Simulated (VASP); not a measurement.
Wanted: the native input for a VASP 6.6.1 run.

```yaml
Task: single point
Functional: PBE
Potentials_or_basis: VASP PAW PBE potentials, release 64 (V_sv, O, Sr_sv)
Cutoff: 520 eV
k_mesh: 6 × 6 × 6
Occupations: gaussian, width 0.0641 eV
Spin: collinear spin, ferromagnetic start
Starting_moments: "[1.0, 0.0, 0.0, 0.0, 0.0] μB"
Dipole_correction: no
k_mesh_for_the_DOS: 9 × 9 × 9
Occupations_for_the_DOS: tetrahedron
Further_INCAR_settings: ALGO = Normal; EDIFF = 1e-07; NBANDS = 32
```

The system is SrVO3.

```
V O Sr
1.0
     3.87340    0.00000    0.00000
     0.00000    3.87340    0.00000
     0.00000    0.00000    3.87340
V O Sr
1 3 1
Direct
  0.00000 0.00000 0.00000
  0.50000 0.00000 0.00000
  0.00000 0.50000 0.00000
  0.00000 0.00000 0.50000
  0.50000 0.50000 0.50000
```

The input as run:

POSCAR

```
SrVO3
1.0
    3.8734047400      0.0000000000      0.0000000000
    0.0000000000      3.8734047400      0.0000000000
    0.0000000000      0.0000000000      3.8734047400
V O Sr
1 3 1
Direct
    0.0000000000      0.0000000000      0.0000000000
    0.5000000000      0.0000000000      0.0000000000
    0.0000000000      0.5000000000      0.0000000000
    0.0000000000      0.0000000000      0.5000000000
    0.5000000000      0.5000000000      0.5000000000
```

INCAR.step1

```
PREC     = Accurate       # precision mode
ENCUT    = 520            # plane-wave cutoff, eV
EDIFF    = 1E-7           # SCF threshold, eV
ISMEAR   = 0              # smearing method
SIGMA    = 0.0641         # smearing width, eV
LREAL    = F              # projectors in reciprocal space
LASPH    = T              # aspherical terms in the spheres
NELM     = 150            # most SCF steps
ALGO     = Normal         # electronic algorithm
ISIF     = 2              # what is computed and relaxed
LWAVE    = F              # write WAVECAR
LCHARG   = T              # write CHGCAR
ISPIN    = 2              # spin polarisation
MAGMOM   = 1 0 0 0 0      # initial moments
LMAXMIX  = 4              # l up to which the mixer works
GGA      = PE             # functional
NBANDS   = 32             # bands
```

KPOINTS.step1

```
regular mesh
0
Gamma
  6 6 6
```

INCAR.step2

```
PREC     = Accurate       # precision mode
ENCUT    = 520            # plane-wave cutoff, eV
EDIFF    = 1E-7           # SCF threshold, eV
ISMEAR   = -5             # smearing method
SIGMA    = 0.0641         # smearing width, eV
LREAL    = F              # projectors in reciprocal space
LASPH    = T              # aspherical terms in the spheres
NELM     = 150            # most SCF steps
ALGO     = Normal         # electronic algorithm
ISIF     = 2              # what is computed and relaxed
LWAVE    = F              # write WAVECAR
LCHARG   = F              # write CHGCAR
ISPIN    = 2              # spin polarisation
MAGMOM   = 1 0 0 0 0      # initial moments
LORBIT   = 11             # projections on sites
LMAXMIX  = 4              # l up to which the mixer works
GGA      = PE             # functional
NBANDS   = 32             # bands
NEDOS    = 2001           # points of the DOS
ICHARG   = 11             # starting density
```

KPOINTS.step2

```
regular mesh
0
Gamma
  9 9 9
```

Potentials or basis: VASP PAW PBE potentials, release 64 (V_sv, O, Sr_sv).

Command:

```bash
$ cat potpaw_PBE.64/V_sv/POTCAR potpaw_PBE.64/O/POTCAR potpaw_PBE.64/Sr_sv/POTCAR > POTCAR
$ cp INCAR.step1 INCAR
$ cp KPOINTS.step1 KPOINTS
$ mpirun -np 1 vasp_std > vasp.out
$ cp INCAR.step2 INCAR
$ cp KPOINTS.step2 KPOINTS
$ mpirun -np 1 vasp_std > vasp.out
```

Results of the run:

```
Net moment                                            : 0.50 μB per cell
Site moments                                          : V +0.43; O -0.01; Sr +0.00 μB
Valence electrons inside the program's atomic spheres : V 11.53; O 5.03; Sr 8.00
```

Wall time 3 min on 1 thread of Intel(R) Xeon(R) Platinum 8375C CPU @ 2.90GHz (Ice Lake), on a shared host, peak memory 0.24 GiB.
